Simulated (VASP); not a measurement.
Wanted: the native input for a VASP 6.6.1 run.

```
Task                               : single point
Functional                         : B3LYP
Potentials or basis                : VASP PAW PBE potentials, release 64 (Ta_pv, N)
Cutoff                             : 520 eV
k mesh                             : 5 × 5 × 5
Occupations                        : fermi-dirac, width 0.05 eV
Spin                               : no spin polarisation
Dipole correction                  : no
Grid for exact exchange (PRECFOCK) : Normal
Further INCAR settings             : ALGO = Normal; EDIFF = 1e-06; NBANDS = 15
Share of exact exchange            : 0.2
```

Crystal: TaN.

```
Ta N
1.0
     2.99562    0.00000    0.00000
    -1.49781    2.59429    0.00000
     0.00000    0.00000    2.93954
Ta N
1 1
Direct
  0.00000 0.00000 0.50000
  0.66667 0.33333 0.00000
```

These files were run (other wordings do the same):

POSCAR

```
TaN
1.0
    2.9956224723      0.0000000000      0.0000000000
   -1.4978112361      2.5942851611      0.0000000000
    0.0000000000      0.0000000000      2.9395437670
Ta N
1 1
Direct
    0.0000000000      0.0000000000      0.5000000000
    0.6666666667      0.3333333333      0.0000000000
```

INCAR.step1

```
SYSTEM = TaN
ALGO = Normal ; EDIFF = 1E-5
ENCUT = 520 ; GGA = PE
ISIF = 2 ; ISMEAR = -1
LASPH = .TRUE. ; LREAL = .FALSE.
LWAVE = .TRUE. ; NBANDS = 15
NELM = 60 ; PREC = Accurate
SIGMA = 0.05
```

INCAR.step2

```
SYSTEM = TaN
AEXX = 0.2 ; AGGAC = 0.81
AGGAX = 0.72 ; ALDAC = 0.19
ALGO = Normal ; EDIFF = 1E-6
ENCUT = 520 ; GGA = B3
ISIF = 2 ; ISMEAR = -1
ISTART = 1 ; LASPH = .TRUE.
LCHARG = .TRUE. ; LELF = .TRUE.
LHFCALC = .TRUE. ; LREAL = .FALSE.
LVHAR = .TRUE. ; LWAVE = .FALSE.
NBANDS = 15 ; NELM = 60
PREC = Accurate ; PRECFOCK = Normal
SIGMA = 0.05
```

KPOINTS

```
k-points
0
G
  5 5 5
  0 0 0
```

Potentials or basis: VASP PAW PBE potentials, release 64 (Ta_pv, N).

Run with:

```console
$ cat potpaw_PBE.64/Ta_pv/POTCAR potpaw_PBE.64/N/POTCAR > POTCAR
$ cp INCAR.step1 INCAR
$ mpirun -np 1 vasp_std > vasp.out
$ cp INCAR.step2 INCAR
$ mpirun -np 1 vasp_std > vasp.out
```

Results of the run:

```json
{"Pressure": "-11.7 GPa", "Band gap on the k mesh": "0.56 eV"}
```

Caveat: the k points lie up to 0.48 Å⁻¹ apart; the PAW data sets were made with another functional, which shifts forces and pressure a little; spin-orbit coupling is left out, which moves the levels of the heavy elements.

Run time: 43 min on 1 thread of Intel(R) Xeon(R) Platinum 8488C (Sapphire Rapids) (shared host), peak memory 0.15 GiB.
